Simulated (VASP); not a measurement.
The system is C.

```
CELL_PARAMETERS angstrom
2.55529 0.00000 0.00000
-1.27764 2.21295 0.00000
0.00000 0.00000 8.34550
ATOMIC_POSITIONS crystal
C 0.66667 0.33333 0.84375
C 0.33333 0.66667 0.34375
C 0.66667 0.33333 0.65625
C 0.33333 0.66667 0.15625
C 0.00000 0.00000 0.90625
C 0.00000 0.00000 0.40625
C 0.00000 0.00000 0.59375
C 0.00000 0.00000 0.09375
```

Base run:

```yaml
Program: VASP 6.6.1
Functional: BLYP
Dispersion: D4
Potentials_or_basis: VASP PAW PBE potentials, release 64 (C)
Cutoff: 520 eV
k_mesh: 12 × 12 × 4
Occupations: fermi-dirac, width 0.05 eV
Spin: no spin polarisation
```

Its results: band gap on the k mesh 4.64 eV (least direct gap 5.26 eV); pressure -14.2 GPa; largest force 0.313 eV/Å.

Question: The run is repeated on the same cell with these changes: functional from BLYP to revPBE; dispersion from D4 to D3(BJ). What comes out?

Answer: Band gap on the k mesh 4.32 eV (least direct gap 5.10 eV); pressure -19.2 GPa; largest force 0.302 eV/Å.

Several settings changed at once.

Caveats: the cell stands under tension; the PAW data sets were made with another functional, which shifts forces and pressure a little.

A k mesh can miss the band edges.
